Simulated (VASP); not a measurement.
# CuSi16 (a cell with a defect) in VASP: a series of runs, part 2 of 2

VASP 6.6.1.

### 3 Single point, PBE+D3(BJ), collinear spin, zero start

Contents of INCAR:

```
SYSTEM = CuSi16
ALGO = Normal
EDIFF = 1E-6
ENCUT = 520
GGA = PE
GGA_COMPAT = .FALSE.
ISIF = 2
ISMEAR = 0
ISPIN = 2
IVDW = 12
LASPH = .TRUE.
LCHARG = .FALSE.
LMAXMIX = 4
LORBIT = 11
LREAL = .FALSE.
LWAVE = .FALSE.
MAGMOM = 0 0 0 0 0 0 0 0 0 0 0 0 0 0 0 0 0
NBANDS = 56
NELM = 200
PREC = Accurate
SIGMA = 0.05
```

Contents of KPOINTS:

```
k-points
0
G
  2 2 2
  0 0 0
```

Contents of POSCAR:

```
CuSi16
1.0
    0.0000000000      5.4300000000      5.4300000000
    5.4300000000      0.0000000000      5.4300000000
    5.4300000000      5.4300000000      0.0000000000
Si Cu
16 1
Direct
    0.0202381215     -0.0028883978     -0.0087766114
    0.1301806630      0.1293714549      0.1256548803
   -0.0008492634      0.0011634438      0.4994647330
    0.1295835175      0.1291139042      0.6148925414
   -0.0026447514      0.5031408840     -0.0002723757
    0.1275896869      0.6214546961      0.1250416206
   -0.0031670350      0.5028460405      0.4988397790
    0.1182497238      0.6279202578      0.6261180479
    0.5056220994      0.0097615101      0.0034880295
    0.6461232044      0.1267044199      0.1143749540
    0.5047227440      0.0093280847      0.4821914365
    0.6254391344      0.1308279006      0.6218531308
    0.5019973297      0.4938892265      0.0018667587
    0.6235258748      0.6292433702      0.1258339779
    0.4928922652      0.5054598527      0.5004926335
    0.6229980663      0.6290363720      0.6214135359
    0.4268776243      0.8657973297      0.8539988029
```

Potentials or basis: VASP PAW PBE potentials, release 64 (Si, Cu).

Run with:

```
$ cat potpaw_PBE.64/Si/POTCAR potpaw_PBE.64/Cu/POTCAR > POTCAR
$ mpirun -np 1 vasp_std > vasp.out
```

OUTCAR:

```text
SYSTEM = CuSi16
   EDIFF = 1E-6
   ENCUT = 520
   GGA = PE
   ISIF = 2
   ISMEAR = 0
   ISPIN = 2
   IVDW = 12
   LASPH = .TRUE.
   LORBIT = 11
   LREAL = .FALSE.
   NELM = 200
   PREC = Accurate
 IVDW          = 12

 ion  position               nearest neighbor table
   1  0.020  0.997  0.991-  10 2.35   6 2.36   4 2.36   2 2.36  17 2.55
   2  0.130  0.129  0.126-   5 2.34   3 2.34   9 2.35   1 2.36  17 2.92
   3  0.999  0.001  0.499-   8 2.34  12 2.34   4 2.34   2 2.34
   4  0.130  0.129  0.615-   7 2.34   3 2.34  11 2.35   1 2.36  17 2.92
   5  0.997  0.503  1.000-   8 2.34  14 2.34   2 2.34   6 2.34
   6  0.128  0.621  0.125-   7 2.34   5 2.34  13 2.35   1 2.36  17 2.96
   7  0.997  0.503  0.499-   8 2.34  16 2.34   4 2.34   6 2.34
   8  0.118  0.628  0.626-   3 2.34   5 2.34   7 2.34  15 2.35
   9  0.506  0.010  0.003-  10 2.31  17 2.35   2 2.35  14 2.39  12 2.39
  10  0.646  0.127  0.114-  13 2.31  11 2.31   9 2.31   1 2.35
  11  0.505  0.009  0.482-  10 2.31  17 2.35   4 2.35  16 2.39  12 2.40
  12  0.625  0.131  0.622-   3 2.34  15 2.35   9 2.39  11 2.40  17 2.53
  13  0.502  0.494  0.002-  10 2.31   6 2.35  17 2.35  16 2.39  14 2.39
  14  0.624  0.629  0.126-   5 2.34  15 2.35   9 2.39  13 2.39  17 2.56
  15  0.493  0.505  0.500-  16 2.35   8 2.35  14 2.35  12 2.35
  16  0.623  0.629  0.621-   7 2.34  15 2.35  11 2.39  13 2.39  17 2.57
[... 1079 lines left out ...]
      direct lattice vectors                 reciprocal lattice vectors
     0.000000000  5.430000000  5.430000000    -0.092081031  0.092081031  0.092081031
     5.430000000  0.000000000  5.430000000     0.092081031 -0.092081031  0.092081031
     5.430000000  5.430000000  0.000000000     0.092081031  0.092081031 -0.092081031

 POSITION                                       TOTAL-FORCE (eV/Angst)
 -----------------------------------------------------------------------------------
     10.79666      5.49224      5.52421        -0.003246      0.008433      0.013680
      1.38479      1.38919      1.40937         0.007971      0.006656      0.011241
      2.71841      8.13748      5.43171         0.013172     -0.015446     -0.012078
      4.03995      4.04250      1.40473        -0.007063     -0.010693      0.009744
      8.16058     10.84416      8.14769         0.005793     -0.021035     -0.001710
      4.05347      1.37179      4.06731        -0.008808      0.005336     -0.015386
[... 9 lines left out ...]
      6.78994      6.75715      6.79855        -0.001151     -0.003979     -0.009276
      9.33849      6.95516      7.01923        -0.046961      0.048790      0.025268
 -----------------------------------------------------------------------------------
    total drift:                                0.000308     -0.000329      0.000009

  FREE ENERGIE OF THE ION-ELECTRON SYSTEM (eV)
  ---------------------------------------------------
  free  energy   TOTEN  =       -93.1260234435 eV

  energy  without entropy=      -93.1097720195  energy(sigma->0) =      -93.11789773

 total charge

# of ion       s       p       d       tot
------------------------------------------
    1        0.737   0.960   0.000   1.696
    2        0.740   0.949   0.000   1.688
    3        0.740   0.957   0.000   1.697
    4        0.739   0.949   0.000   1.689
    5        0.741   0.957   0.000   1.698
    6        0.740   0.950   0.000   1.690
[... 9 lines left out ...]
   16        0.732   0.950   0.000   1.682
   17        0.475   0.419   9.222  10.116
--------------------------------------------------
tot         12.308  15.697   9.222  37.227

 magnetization (x)

# of ion       s       p       d       tot
------------------------------------------
    1       -0.000  -0.000   0.000  -0.000
    2       -0.000  -0.000   0.000  -0.000
    3       -0.000  -0.000   0.000  -0.000
    4       -0.000  -0.000   0.000  -0.000
    5       -0.000  -0.000   0.000  -0.000
    6       -0.000  -0.000   0.000  -0.000
[... 9 lines left out ...]
   16       -0.000  -0.000   0.000  -0.000
   17       -0.000  -0.000   0.000  -0.001
--------------------------------------------------
tot         -0.001  -0.000   0.000  -0.001
```

stdout:

```text
POSCAR found type information on POSCAR SiCu
 POSCAR found :  2 types and      17 ions
 scaLAPACK will be used
 -----------------------------------------------------------------------------
|                                                                             |
|                                                                             |
|     You have a (more or less) 'large supercell' and for larger cells it     |
|     might be more efficient to use real-space projection operators.         |
|     Therefore, try LREAL= Auto in the INCAR file.                           |
|     Mind: For very accurate calculation, you might also keep the            |
|     reciprocal projection scheme (i.e. LREAL=.FALSE.).                      |
|                                                                             |
 -----------------------------------------------------------------------------

 LDA part: xc-table for (Slater+PW92), standard interpolation
 POSCAR, INCAR and KPOINTS ok, starting setup
 FFT: planning ... GRIDC
 FFT: planning ... GRID_SOFT
 FFT: planning ... GRID
 WAVECAR not read
 entering main loop
```

It took 7.8 min on 1 thread of Intel Xeon 6975P-C (Granite Rapids), shared host; peak memory 0.73 GiB.

Results:

* Free energy: -93.1260 eV
* Pressure: 1.3 GPa
* Largest force: 0.072 eV/Å
* Net moment: 0.00 μB per cell
* Valence electrons inside the program's atomic spheres: Si 1.70, 1.69, 1.72, 1.68 (each value once); Cu 10.12
* Dispersion energy per atom: -0.334 eV

Forces in eV/Å, atoms in the order of the input:
```
Si  -0.003  0.008  0.014
Si   0.008  0.007  0.011
Si   0.013 -0.015 -0.012
Si  -0.007 -0.011  0.010
Si   0.006 -0.021 -0.002
Si  -0.009  0.005 -0.015
Si   0.026 -0.002  0.003
Si   0.008 -0.006 -0.003
Si   0.025  0.006  0.010
Si  -0.026  0.009 -0.016
Si  -0.001 -0.014  0.013
Si   0.008 -0.014  0.014
Si  -0.012  0.016 -0.013
Si   0.002  0.003 -0.012
Si   0.011 -0.016 -0.018
Si  -0.001 -0.004 -0.009
Cu  -0.047  0.049  0.025
```

Levels at points of the mesh, in eV from the Fermi level:
Spin up:
| k point | band 33 | band 34 | band 35 | band 36 | band 37 | band 38 | band 39 | band 40 | band 41 | band 42 |
| --- | --- | --- | --- | --- | --- | --- | --- | --- | --- | --- |
| (0.00, 0.00, 0.00) | -1.43 | -1.42 | -1.14 | -0.68 | -0.58 | -0.55 | -0.06 | 0.05 | 0.05 | 0.13 |
| (0.50, 0.00, 0.00) | -2.55 | -1.43 | -1.43 | -1.14 | -1.11 | -0.02 | 0.51 | 0.81 | 0.83 | 0.94 |
| (0.00, 0.50, 0.00) | -2.50 | -1.43 | -1.39 | -1.29 | -1.24 | 0.02 | 0.59 | 0.76 | 0.81 | 0.88 |
| (0.00, 0.00, 0.50) | -2.51 | -1.43 | -1.39 | -1.28 | -1.26 | 0.01 | 0.61 | 0.76 | 0.82 | 0.87 |
| (0.50, 0.50, 0.50) | -2.51 | -1.44 | -1.39 | -1.28 | -1.26 | 0.00 | 0.62 | 0.76 | 0.82 | 0.87 |
| (0.50, 0.50, 0.00) | -2.36 | -2.02 | -1.98 | -1.96 | -1.49 | 0.13 | 0.52 | 1.49 | 1.52 | 1.59 |
| (0.00, 0.50, 0.50) | -2.37 | -2.01 | -1.99 | -1.96 | -1.50 | 0.13 | 0.52 | 1.49 | 1.52 | 1.60 |
| (0.50, 0.00, 0.50) | -2.37 | -2.01 | -1.99 | -1.96 | -1.50 | 0.13 | 0.52 | 1.49 | 1.52 | 1.60 |
Spin down:
| k point | band 33 | band 34 | band 35 | band 36 | band 37 | band 38 | band 39 | band 40 | band 41 | band 42 |
| --- | --- | --- | --- | --- | --- | --- | --- | --- | --- | --- |
| (0.00, 0.00, 0.00) | -1.44 | -1.42 | -1.14 | -0.68 | -0.58 | -0.55 | -0.06 | 0.05 | 0.05 | 0.13 |
| (0.50, 0.00, 0.00) | -2.55 | -1.43 | -1.43 | -1.14 | -1.11 | -0.02 | 0.50 | 0.81 | 0.83 | 0.94 |
| (0.00, 0.50, 0.00) | -2.50 | -1.43 | -1.39 | -1.29 | -1.24 | 0.02 | 0.59 | 0.76 | 0.81 | 0.88 |
| (0.00, 0.00, 0.50) | -2.51 | -1.43 | -1.39 | -1.28 | -1.26 | 0.01 | 0.61 | 0.76 | 0.82 | 0.87 |
| (0.50, 0.50, 0.50) | -2.51 | -1.44 | -1.39 | -1.28 | -1.26 | 0.00 | 0.62 | 0.76 | 0.82 | 0.87 |
| (0.50, 0.50, 0.00) | -2.36 | -2.02 | -1.98 | -1.96 | -1.49 | 0.13 | 0.52 | 1.49 | 1.52 | 1.59 |
| (0.00, 0.50, 0.50) | -2.37 | -2.01 | -1.99 | -1.96 | -1.50 | 0.13 | 0.52 | 1.49 | 1.52 | 1.60 |
| (0.50, 0.00, 0.50) | -2.37 | -2.01 | -1.99 | -1.96 | -1.50 | 0.13 | 0.52 | 1.49 | 1.52 | 1.60 |

Caveat: the k points lie up to 0.50 Å⁻¹ apart.

### 4 Single point, PBE+D3(BJ), collinear spin, zero start

Contents of INCAR:

```
SYSTEM = CuSi16
PREC = Accurate
ENCUT = 520
EDIFF = 1E-6
ISMEAR = 0
SIGMA = 0.05
LREAL = .False.
LASPH = .True.
NELM = 200
ALGO = Normal
ISIF = 2
LWAVE = .False.
LCHARG = .True.
ISPIN = 2
MAGMOM = 0 0 0 0 0 0 0 0 0 0 0 0 0 0 0 0 0
LORBIT = 11
LMAXMIX = 4
GGA = PE
IVDW = 12
LELF = .True.
LVHAR = .True.
NBANDS = 56
GGA_COMPAT = .False.
```

Contents of KPOINTS:

```
regular mesh
0
Gamma
  2 2 2
  0 0 0
```

Contents of POSCAR:

```
CuSi16
1.0
    0.0000000000      5.4300000000      5.4300000000
    5.4300000000      0.0000000000      5.4300000000
    5.4300000000      5.4300000000      0.0000000000
Si Cu
16 1
Direct
   -0.0063804788      0.0021220994      0.0019670350
    0.1290776243      0.1236058011      0.1259151934
    0.0053441989     -0.0070902394      0.5005692449
    0.1288706262      0.1230811234      0.6214686004
    0.0030170350      0.4974308471     -0.0002172192
    0.1212695212      0.6277229282      0.1250971455
    0.0027222836      0.4969108656      0.4988918969
    0.1278358195      0.6182737569      0.6261785451
    0.5096336096      0.0056859116      0.0035566298
    0.6264318600      0.1463561694      0.1144136280
    0.5092070902      0.0047923573      0.4822234807
    0.6307180479      0.1254863720      0.6219103131
    0.4969218232      0.5204949355     -0.0087805709
    0.6292555249      0.6302759669      0.1257157459
    0.5010793738      0.4991922652      0.4995149171
    0.6289973297      0.6296822284      0.6149083794
    0.3654249540      0.9273698895      0.8539531308
```

Potentials or basis: VASP PAW PBE potentials, release 64 (Si, Cu).

Run with:

```
$ cat potpaw_PBE.64/Si/POTCAR potpaw_PBE.64/Cu/POTCAR > POTCAR
$ mpirun -np 1 vasp_std > vasp.out
```

OUTCAR:

```text
SYSTEM = CuSi16
   PREC = Accurate
   ENCUT = 520
   EDIFF = 1E-6
   ISMEAR = 0
   LREAL = .False.
   LASPH = .True.
   NELM = 200
   ISIF = 2
   ISPIN = 2
   LORBIT = 11
   GGA = PE
   IVDW = 12
 IVDW          = 12

 ion  position               nearest neighbor table
   1  0.994  0.002  0.002-  10 2.31   6 2.35  17 2.35   4 2.39   2 2.39
   2  0.129  0.124  0.126-   5 2.34   3 2.35   9 2.39   1 2.39  17 2.56
   3  0.005  0.993  0.501-   4 2.35   8 2.35   2 2.35  12 2.35
   4  0.129  0.123  0.621-   7 2.34   3 2.35  11 2.39   1 2.39  17 2.56
   5  0.003  0.497  1.000-   8 2.34   2 2.34  14 2.34   6 2.34
   6  0.121  0.628  0.125-   7 2.34   5 2.34   1 2.35  13 2.36  17 2.96
   7  0.003  0.497  0.499-   8 2.34   4 2.34  16 2.34   6 2.34
   8  0.128  0.618  0.626-  15 2.34   5 2.34   7 2.34   3 2.35
   9  0.510  0.006  0.004-  10 2.31  17 2.35  14 2.35   2 2.39  12 2.39
  10  0.626  0.146  0.114-   1 2.31  11 2.31   9 2.31  13 2.35
  11  0.509  0.005  0.482-  10 2.31  17 2.35  16 2.35   4 2.39  12 2.40
  12  0.631  0.125  0.622-  15 2.34   3 2.35   9 2.39  11 2.40  17 2.53
  13  0.497  0.520  0.991-  10 2.35   6 2.36  16 2.36  14 2.36  17 2.55
  14  0.629  0.630  0.126-   5 2.34  15 2.34   9 2.35  13 2.36  17 2.92
  15  0.501  0.499  0.500-   8 2.34  12 2.34  16 2.34  14 2.34
  16  0.629  0.630  0.615-   7 2.34  15 2.34  11 2.35  13 2.36  17 2.92
  17  0.365  0.927  0.854-  11 2.35   9 2.35   1 2.35  12 2.53  13 2.55   2 2.56   4 2.56  14 2.92
                            16 2.92   6 2.96

  LATTYP: Found a face centered cubic cell.
 ALAT       =    10.8600000000

  Lattice vectors:

 A1 = (   0.0000000000,   5.4300000000,   5.4300000000)
 A2 = (   5.4300000000,   0.0000000000,   5.4300000000)
 A3 = (   5.4300000000,   5.4300000000,   0.0000000000)

Analysis of symmetry for initial positions (statically):
=====================================================================
 Subroutine PRICEL returns:
 Original cell was already a primitive cell.

 Routine SETGRP: Setting up the symmetry group for a
 face centered cubic supercell.

 Subroutine GETGRP returns: Found  1 space group operations
[... 621 lines left out ...]
 spin component 2

 k-point     1 :       0.0000    0.0000    0.0000
  band No.  band energies     occupation
      1      -5.9330      1.00000
      2      -3.5695      1.00000
      3      -3.5537      1.00000
      4      -3.5535      1.00000
      5      -3.4650      1.00000
      6      -2.0209      1.00000
[... 405 lines left out ...]
     48      10.4617      0.00000
     49      10.4638      0.00000
 [bands above 49 left out]

------------------------ aborting loop because EDIFF is reached ----------------------------------------

 Edisp (eV)   -5.66997

 E8    (eV) :    -2.3516

  FORCE on cell =-STRESS in cart. coord.  units (eV):
  Direction    XX          YY          ZZ          XY          YZ          ZX
  --------------------------------------------------------------------------------------
  -------------------------------------------------------------------------------------
  Total       2.68433     2.70985     2.68340     0.54932     0.65986    -0.78140
  in kB      13.43129    13.55898    13.42660     2.74855     3.30164    -3.90981
  external pressure =       13.47 kB  Pullay stress =        0.00 kB

 VOLUME and BASIS-vectors are now :
 -----------------------------------------------------------------------------
  energy-cutoff  :      520.00
  volume of cell :      320.21
      direct lattice vectors                 reciprocal lattice vectors
     0.000000000  5.430000000  5.430000000    -0.092081031  0.092081031  0.092081031
     5.430000000  0.000000000  5.430000000     0.092081031 -0.092081031  0.092081031
     5.430000000  5.430000000  0.000000000     0.092081031  0.092081031 -0.092081031

 POSITION                                       TOTAL-FORCE (eV/Angst)
 -----------------------------------------------------------------------------------
      0.02220      5.40604      5.40688         0.016754     -0.012312     -0.013208
      1.35490      1.38461      1.37207         0.003027      0.001885     -0.011902
      8.10959      2.74711      5.42052        -0.016058      0.011300     -0.017603
      4.04291      4.07434      1.36810        -0.004001     -0.000885     -0.009498
      8.12987      5.44520      2.71743        -0.021183      0.006239     -0.001708
      4.08781      1.33777      4.06703         0.005540     -0.008998     -0.015639
[... 9 lines left out ...]
      6.75813      6.75441      6.83463        -0.010871     -0.006864      0.009924
      9.67258      6.62122      7.01988         0.049204     -0.047233      0.026098
 -----------------------------------------------------------------------------------
    total drift:                               -0.000293      0.000292      0.000098

  FREE ENERGIE OF THE ION-ELECTRON SYSTEM (eV)
  ---------------------------------------------------
  free  energy   TOTEN  =       -93.1263267740 eV

  energy  without entropy=      -93.1101251575  energy(sigma->0) =      -93.11822597

 total charge

# of ion       s       p       d       tot
------------------------------------------
    1        0.734   0.967   0.000   1.700
    2        0.732   0.949   0.000   1.681
    3        0.750   0.946   0.000   1.696
    4        0.732   0.950   0.000   1.682
    5        0.741   0.957   0.000   1.698
    6        0.740   0.950   0.000   1.690
[... 9 lines left out ...]
   16        0.739   0.949   0.000   1.689
   17        0.475   0.419   9.222  10.116
--------------------------------------------------
tot         12.308  15.697   9.222  37.227

 magnetization (x)

# of ion       s       p       d       tot
------------------------------------------
    1       -0.000  -0.000   0.000  -0.000
    2       -0.000  -0.000   0.000  -0.000
    3       -0.000  -0.000   0.000  -0.000
    4       -0.000  -0.000   0.000  -0.000
    5       -0.000  -0.000   0.000  -0.000
    6       -0.000  -0.000   0.000  -0.000
[... 9 lines left out ...]
   16       -0.000  -0.000   0.000  -0.000
   17       -0.000  -0.000   0.000  -0.000
--------------------------------------------------
tot         -0.000  -0.000   0.000  -0.000
```

Wall time 9.8 min (1 thread of Intel Xeon 6975P-C (Granite Rapids), shared host); peak memory 0.73 GiB.

Results:

- Free energy: -93.1263 eV
- Pressure: 1.3 GPa
- Largest force: 0.073 eV/Å
- Net moment: 0.00 μB per cell
- Valence electrons inside the program's atomic spheres: Si 1.70, 1.68, 1.69, 1.72 (each value once); Cu 10.12
- Dispersion energy per atom: -0.334 eV

Forces on the atoms (eV/Å):
```
Si   0.017 -0.012 -0.013
Si   0.003  0.002 -0.012
Si  -0.016  0.011 -0.018
Si  -0.004 -0.001 -0.009
Si  -0.021  0.006 -0.002
Si   0.006 -0.009 -0.016
Si  -0.003  0.026  0.003
Si  -0.006  0.008 -0.003
Si   0.007  0.025  0.010
Si   0.008 -0.025 -0.016
Si  -0.014 -0.002  0.013
Si  -0.014  0.008  0.014
Si   0.009 -0.003  0.013
Si   0.006  0.008  0.011
Si  -0.015  0.013 -0.012
Si  -0.011 -0.007  0.010
Cu   0.049 -0.047  0.026
```

Caveat: the k points lie up to 0.50 Å⁻¹ apart.

### 5 Summary

| cell | gap on the mesh (eV) | pressure (GPa) | moment (μB) | largest force (eV/Å) |
| --- | --- | --- | --- | --- |
| as given, atomic positions A | none | 1.3 | 0.00 | 0.03 |
| as given, atomic positions B | none | 1.3 | 0.00 | 0.07 |
| as given, atomic positions C | none | 1.3 | 0.00 | 0.07 |

Alike in all rows: task single point; level PBE+D3(BJ); potentials or basis VASP PAW PBE potentials, release 64 (Si, Cu); spin collinear, zero start; k mesh 2 × 2 × 2; cutoff (eV) 520; smearing gaussian 0.05 eV.

Caveats: all runs use coarse meshes.

Absolute energies hang on the potentials; compare differences alone.
